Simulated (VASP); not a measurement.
# MnO2 (R-3m) in VASP: a series of runs, part 2 of 2

VASP 6.6.1.

### 4 Single point, PBEsol+U, collinear spin, ferromagnetic start

This run uses another cell than the first one, of 10.53 Å³/atom.

Contents of INCAR:

```
SYSTEM = MnO2
ALGO = Normal
EDIFF = 1E-7
ENCUT = 520
GGA = PS
ISIF = 2
ISMEAR = -1
ISPIN = 2
LASPH = .True.
LCHARG = .False.
LDAU = .True.
LDAUJ = 0.9 0
LDAUL = 2 -1
LDAUPRINT = 1
LDAUTYPE = 1
LDAUU = 6.9 0
LMAXMIX = 4
LORBIT = 11
LREAL = .False.
LWAVE = .False.
MAGMOM = 4 0 0
NBANDS = 24
NELM = 150
PREC = Accurate
SIGMA = 0.1
```

Contents of KPOINTS:

```
k-points
0
Gamma
  12 12 12
  0 0 0
```

Contents of POSCAR:

```
MnO2
1.0
    1.4164307770      0.8177763614      4.5454097418
   -1.4164307770      0.8177763614      4.5454097418
    0.0000000000     -1.6355527228      4.5454097418
Mn O
1 2
Direct
    0.0000000000      0.0000000000      0.0000000000
    0.2643640000      0.2643640000      0.2643640000
    0.7356360000      0.7356360000      0.7356360000
```

Potentials or basis: VASP PAW PBE potentials, release 64 (Mn_pv, O).

Launch:

```sh
$ cat potpaw_PBE.64/Mn_pv/POTCAR potpaw_PBE.64/O/POTCAR > POTCAR
$ mpirun -np 1 vasp_std > vasp.out
```

OUTCAR:

```text
SYSTEM = MnO2
   EDIFF = 1E-7
   ENCUT = 520
   GGA = PS
   ISIF = 2
   ISMEAR = -1
   ISPIN = 2
   LASPH = .True.
   LORBIT = 11
   LREAL = .False.
   NELM = 150
   PREC = Accurate

 ion  position               nearest neighbor table
   1  0.000  0.000  0.000-   3 1.89   2 1.89   3 1.89   3 1.89   2 1.89   2 1.89
   2  0.264  0.264  0.264-   1 1.89   1 1.89   1 1.89
   3  0.736  0.736  0.736-   1 1.89   1 1.89   1 1.89

  LATTYP: Found a trigonal (rhomboedric) cell.
 ALAT       =     4.8307125814
 COS(alpha) =     0.8280515330

  Lattice vectors:

 A1 = (   1.4164307770,   0.8177763614,   4.5454097418)
 A2 = (  -1.4164307770,   0.8177763614,   4.5454097418)
 A3 = (   0.0000000000,  -1.6355527228,   4.5454097418)

Analysis of symmetry for initial positions (statically):
=====================================================================
 Subroutine PRICEL returns:
 Original cell was already a primitive cell.

 Routine SETGRP: Setting up the symmetry group for a
 trigonal (rhombohedral) supercell.

 Subroutine GETGRP returns: Found 12 space group operations
 (whereof 12 operations were pure point group operations)
 out of a pool of 12 trial point group operations.

The static configuration has the point symmetry D_3d.

Analysis of symmetry for dynamics (positions and initial velocities):
=====================================================================
 Subroutine PRICEL returns:
 Original cell was already a primitive cell.

 Routine SETGRP: Setting up the symmetry group for a
 trigonal (rhombohedral) supercell.

 Subroutine GETGRP returns: Found 12 space group operations
 (whereof 12 operations were pure point group operations)
 out of a pool of 12 trial point group operations.

The dynamic configuration has the point symmetry D_3d.

Analysis of structural, dynamic, and magnetic symmetry:
=====================================================================
 Subroutine PRICEL returns:
 Original cell was already a primitive cell.

 Routine SETGRP: Setting up the symmetry group for a
 trigonal (rhombohedral) supercell.

 Subroutine GETGRP returns: Found 12 space group operations
 (whereof 12 operations were pure point group operations)
 out of a pool of 12 trial point group operations.

The overall configuration has the point symmetry D_3d.

 Subroutine INISYM returns: Found 12 space group operations
 (whereof 12 operations are pure point group operations),
 and found     1 'primitive' translations

----------------------------------------------------------------------------------------

                                     Primitive cell

  volume of cell :      31.5903

  direct lattice vectors                    reciprocal lattice vectors
     1.416430777  0.817776361  4.545409742     0.352999955  0.203804701  0.073334056
    -1.416430777  0.817776361  4.545409742    -0.352999955  0.203804701  0.073334056
[... 120 lines left out ...]
   LEPSILON=     F    determine dielectric tensor
   LRPA    =     F    only Hartree local field effects (RPA)
 spin polarized calculation
  energy-cutoff  :      520.00
  volume of cell :       31.59
 maximum number of plane-waves:       866
   NGX = 17   NGY = 17   NGZ = 17

atom =   1  type =  1  l = 2

 onsite density matrix

spin component  1

  0.7943 -0.0000 -0.0000 -0.2142  0.0000
 -0.0000  0.7183  0.0000 -0.0000 -0.2142
 -0.0000  0.0000  0.9725  0.0000 -0.0000
 -0.2142 -0.0000  0.0000  0.7183 -0.0000
  0.0000 -0.2142 -0.0000 -0.0000  0.7943

spin component  2

  0.2019 -0.0000  0.0000  0.1397 -0.0000
 -0.0000  0.2272 -0.0000  0.0000  0.1397
  0.0000 -0.0000  0.0710  0.0000 -0.0000
  0.1397  0.0000  0.0000  0.2272 -0.0000
 -0.0000  0.1397 -0.0000 -0.0000  0.2019

 occupancies and eigenvectors

  o =  0.0710  v =  0.0000  0.0000  0.0000  0.0000  0.0000  0.0000 -0.0000  1.0000 -0.0000  0.0000      0.0000  0.0000  0.0000  0.0000  0.0000  0.0000  0.0000  0.0000  0.0000  0.0000
  o =  0.0743  v =  0.0000  0.0000  0.0000  0.0000  0.0000  0.0000 -0.6744 -0.0000 -0.0000  0.7383      0.0000  0.0000  0.0000  0.0000  0.0000  0.0000  0.0000  0.0000  0.0000  0.0000
  o =  0.0743  v =  0.0000  0.0000  0.0000  0.0000  0.0000 -0.7383  0.0000  0.0000  0.6744 -0.0000      0.0000  0.0000  0.0000  0.0000  0.0000  0.0000  0.0000  0.0000  0.0000  0.0000
  o =  0.3548  v =  0.0000  0.0000  0.0000  0.0000  0.0000  0.0000 -0.7383  0.0000 -0.0000 -0.6744      0.0000  0.0000  0.0000  0.0000  0.0000  0.0000  0.0000  0.0000  0.0000  0.0000
  o =  0.3548  v =  0.0000  0.0000  0.0000  0.0000  0.0000  0.6744  0.0000  0.0000  0.7383 -0.0000      0.0000  0.0000  0.0000  0.0000  0.0000  0.0000  0.0000  0.0000  0.0000  0.0000
  o =  0.5388  v =  0.0000  0.7663  0.0000  0.0000  0.6424  0.0000  0.0000  0.0000  0.0000  0.0000      0.0000  0.0000  0.0000  0.0000  0.0000  0.0000  0.0000  0.0000  0.0000  0.0000
  o =  0.5388  v = -0.6424  0.0000  0.0000 -0.7663  0.0000  0.0000  0.0000  0.0000  0.0000  0.0000      0.0000  0.0000  0.0000  0.0000  0.0000  0.0000  0.0000  0.0000  0.0000  0.0000
  o =  0.9725  v =  0.0000 -0.0002  1.0000 -0.0000  0.0002  0.0000  0.0000  0.0000  0.0000  0.0000      0.0000  0.0000  0.0000  0.0000  0.0000  0.0000  0.0000  0.0000  0.0000  0.0000
  o =  0.9738  v = -0.0000  0.6424  0.0003  0.0000 -0.7663  0.0000  0.0000  0.0000  0.0000  0.0000      0.0000  0.0000  0.0000  0.0000  0.0000  0.0000  0.0000  0.0000  0.0000  0.0000
  o =  0.9738  v =  0.7663  0.0000  0.0000 -0.6424 -0.0000  0.0000  0.0000  0.0000  0.0000  0.0000      0.0000  0.0000  0.0000  0.0000  0.0000  0.0000  0.0000  0.0000  0.0000  0.0000

 number of electron      25.0000009 magnetization       3.0000045

 Free energy of the ion-electron system (eV)
  ---------------------------------------------------
  ext. energy  EPLUGINS =         0.00000000
  ---------------------------------------------------
  free energy    TOTEN  =       -21.26151741 eV

  energy without entropy =      -21.26151348  energy(sigma->0) =      -21.26151544

 E-fermi :   3.9159     XC(G=0): -11.2062

 val. band max:        2.8187931545   @ k =  -0.1667   0.0833  -0.0000
 cond. band min:       4.9514461761   @ k =   0.5000   0.2500   0.2500
 fundamental gap:      2.1326530215
 Fermi energy:         3.9158692556

 spin component 1

 k-point     1 :       0.0000    0.0000    0.0000
  band No.  band energies     occupation
      1     -47.1818      1.00000
      2     -47.1748      1.00000
      3     -47.1748      1.00000
      4     -16.2091      1.00000
      5     -13.6006      1.00000
      6      -4.5183      1.00000
[... 1289 lines left out ...]
     23      24.8391      0.00000
     24      26.4813      0.00000

 [... further k-points ...]

------------------------ aborting loop because EDIFF is reached ----------------------------------------

  FORCE on cell =-STRESS in cart. coord.  units (eV):
  Direction    XX          YY          ZZ          XY          YZ          ZX
  --------------------------------------------------------------------------------------
  -------------------------------------------------------------------------------------
  Total        2.5367104      2.5367083      1.4033028      0.0000000     -0.0000000      0.0000000
  in kB      128.6551774    128.6550739     71.1717713      0.0000000     -0.0000000      0.0000000
  external PRESSURE =     109.4940075 kB  Pullay stress =       0.0000000 kB

 VOLUME and BASIS-vectors are now :
 -----------------------------------------------------------------------------
  energy-cutoff  :      520.00
  volume of cell :       31.59
      direct lattice vectors                 reciprocal lattice vectors
     1.416430777  0.817776361  4.545409742     0.352999955  0.203804701  0.073334056
    -1.416430777  0.817776361  4.545409742    -0.352999955  0.203804701  0.073334056
     0.000000000 -1.635552723  4.545409742     0.000000000 -0.407609402  0.073334056

 POSITION                                       TOTAL-FORCE (eV/Angst)
 -----------------------------------------------------------------------------------
      0.00000      0.00000      0.00000        -0.000000      0.000000      0.000000
      0.00000      0.00000      3.60493         0.000000      0.000000     -0.634030
      0.00000      0.00000     10.03130         0.000000      0.000000      0.634030
 -----------------------------------------------------------------------------------
    total drift:                                0.000000      0.000000      0.000000

  FREE ENERGIE OF THE ION-ELECTRON SYSTEM (eV)
  ---------------------------------------------------
  free  energy   TOTEN  =       -21.2615174071 eV

  energy  without entropy=      -21.2615134817  energy(sigma->0) =      -21.26151544

 total charge

# of ion       s       p       d       tot
------------------------------------------
    1        0.382   6.521   4.891  11.795
    2        1.578   3.438   0.000   5.016
    3        1.578   3.438   0.000   5.016
--------------------------------------------------
tot          3.538  13.396   4.891  21.826

 magnetization (x)

# of ion       s       p       d       tot
------------------------------------------
    1        0.028   0.042   3.065   3.135
    2        0.001  -0.082   0.000  -0.080
    3        0.001  -0.082   0.000  -0.080
--------------------------------------------------
tot          0.031  -0.121   3.065   2.975
```

OSZICAR:

```text
N       E                     dE             d eps       ncg     rms          rms(c)
DAV:   1     0.249678447046E+03    0.24968E+03   -0.13619E+04 18208   0.118E+03
DAV:   2    -0.121825069820E+02   -0.26186E+03   -0.24605E+03 20088   0.364E+02
DAV:   3    -0.262887213952E+02   -0.14106E+02   -0.14037E+02 21048   0.908E+01
DAV:   4    -0.264137365187E+02   -0.12502E+00   -0.12500E+00 20176   0.896E+00
DAV:   5    -0.264151338380E+02   -0.13973E-02   -0.13973E-02 21592   0.908E-01    0.321E+01
DAV:   6    -0.227003668389E+02    0.37148E+01   -0.53693E+01 21224   0.756E+01    0.272E+01
DAV:   7    -0.214535640382E+02    0.12468E+01   -0.23814E+01 19976   0.465E+01    0.135E+01
DAV:   8    -0.212376039926E+02    0.21596E+00   -0.14079E+00 20128   0.970E+00    0.588E+00
DAV:   9    -0.212786323529E+02   -0.41028E-01   -0.62114E-01 21320   0.661E+00    0.228E+00
DAV:  10    -0.212603483956E+02    0.18284E-01   -0.16501E-01 20184   0.448E+00    0.405E-01
DAV:  11    -0.212612661168E+02   -0.91772E-03   -0.53532E-03 20864   0.606E-01    0.189E-01
DAV:  12    -0.212614825348E+02   -0.21642E-03   -0.39490E-04 19712   0.156E-01    0.151E-01
DAV:  13    -0.212615046858E+02   -0.22151E-04   -0.46685E-04 19768   0.258E-01    0.468E-02
DAV:  14    -0.212615159159E+02   -0.11230E-04   -0.30420E-05 20408   0.442E-02    0.209E-02
DAV:  15    -0.212615169982E+02   -0.10823E-05   -0.46438E-06 19648   0.146E-02    0.774E-03
DAV:  16    -0.212615172490E+02   -0.25078E-06   -0.16307E-06 18504   0.101E-02    0.255E-03
DAV:  17    -0.212615173964E+02   -0.14748E-06   -0.28177E-07 17256   0.436E-03    0.145E-03
DAV:  18    -0.212615174071E+02   -0.10647E-07   -0.31783E-08 12552   0.165E-03
   1 F= -.21261517E+02 E0= -.21261515E+02  d E =-.392536E-05  mag=     3.0000
```

stdout:

```text
POSCAR found type information on POSCAR MnO
 POSCAR found :  2 types and       3 ions
 scaLAPACK will be used
 -----------------------------------------------------------------------------
|                                                                             |
|                                                                             |
|     You enforced a specific xc type in the INCAR file but a different       |
|     I HOPE YOU KNOW WHAT YOU ARE DOING!                                     |
|                                                                             |
 -----------------------------------------------------------------------------

 LDA part: xc-table for (Slater+PW92), standard interpolation
 POSCAR, INCAR and KPOINTS ok, starting setup
 FFT: planning ... GRIDC
 FFT: planning ... GRID_SOFT
 FFT: planning ... GRID
 WAVECAR not read
 entering main loop
```

Run time: 3.7 min. Hardware: 1 thread of Intel Xeon 6975P-C (Granite Rapids), shared host; peak memory 0.39 GiB.

Results:

```
Free energy                                           : -21.2615 eV
Pressure                                              : 10.9 GPa
Largest force                                         : 0.634 eV/Å
Band gap on the k mesh                                : 2.13 eV (least direct gap 2.31 eV)
Net moment                                            : 3.00 μB per cell
Site moments                                          : Mn +3.13; O -0.08 μB
Valence electrons inside the program's atomic spheres : Mn 11.79; O 5.02
```

Forces on the atoms (eV/Å):
```
Mn   0.000  0.000  0.000
O    0.000  0.000 -0.634
O    0.000  0.000  0.634
```

Eigenvalues of the final occupation matrices:
```tsv
site	spin	trace	eigenvalues
site 1 d	1	4.00	0.54 0.54 0.97 0.97 0.97
site 1 d	2	0.93	0.07 0.07 0.07 0.35 0.35
```

Caveat: the stress differs along the axes, from 7 to 13 GPa; the PAW data sets were made with another functional, which shifts forces and pressure a little; a cell with one magnetic atom can't hold antiferromagnetic order, which such compounds often take. A k mesh can miss the band edges.

### 5 Overview

```csv
potentials or basis,cell,cutoff (eV),gap on the mesh (eV),pressure (GPa),moment (μB),largest force (eV/Å)
"VASP PAW PBE potentials, release 64 (Mn_sv, O)","a = 5.029 Å, angles 34.1°, 3 atoms",700,1.50,-11.7,3.00,1.00
"VASP PAW PBE potentials, release 64 (Mn_pv, O)","a = 4.789 Å, angles 34.1°, 3 atoms",520,2.31,17.1,3.00,1.04
"VASP PAW PBE potentials, release 64 (Mn_pv, O)","a = 4.831 Å, angles 34.1°, 3 atoms",520,2.13,10.9,3.00,0.63
```

Alike in all rows: task single point; level PBEsol+U; spin collinear, ferromagnetic start; Mn d U = 6.9 eV, J = 0.9 eV; k mesh 12 × 12 × 12; smearing fermi-dirac 0.1 eV.

Caveats: the PAW data sets were made with another functional, which shifts forces and pressure a little; a cell with one magnetic atom can't hold antiferromagnetic order, which such compounds often take; the cell stands under tension (at least some runs); the stress differs along the axes, from 11 to 20 GPa (at least some runs); the stress differs along the axes, from 7 to 13 GPa (at least some runs).

Total energies depend on the potentials used, so only differences within one code and one set of settings carry meaning.
